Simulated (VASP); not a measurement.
GaP, 2 atoms in the cell. The structure is cubic, space group F-43m (No. 216). Conventional cell: a = 5.451 Å, b = 5.451 Å, c = 5.451 Å, α = 90.00°, β = 90.00°, γ = 90.00°. Ga (site symmetry -43m) has 4 P at 2.36 Å within 3.1 Å. P (site symmetry -43m) has 4 Ga at 2.36 Å within 3.1 Å. 

* Program: VASP 6.6.1
* Task: single point
* Functional: LDA
* Potentials or basis: VASP PAW LDA potentials, release 64 (Ga_d, P)
* Cutoff: 520 eV
* k mesh: 8 × 8 × 8
* Occupations: fermi-dirac, width 0.05 eV
* Spin: no spin polarisation
* Dipole correction: no
* Further INCAR settings: ALGO = Normal; EDIFF = 1e-07; NBANDS = 16

Potentials or basis: VASP PAW LDA potentials, release 64 (Ga_d, P).

Launch:

```sh
$ cat potpaw_LDA.64/Ga_d/POTCAR potpaw_LDA.64/P/POTCAR > POTCAR
$ mpirun -np 1 vasp_std > vasp.out
```

Hardware: 1 thread of AMD EPYC 7R43 64-Core Processor (Zen 3), with other jobs on the host.

**Question.** How long does it take, and how much memory?

**Answer.** Wall time 18 s on 1 thread of AMD EPYC 7R43 64-Core Processor (Zen 3) (shared host), peak memory 0.12 GiB. Counts: scf iterations 13, k points 29.
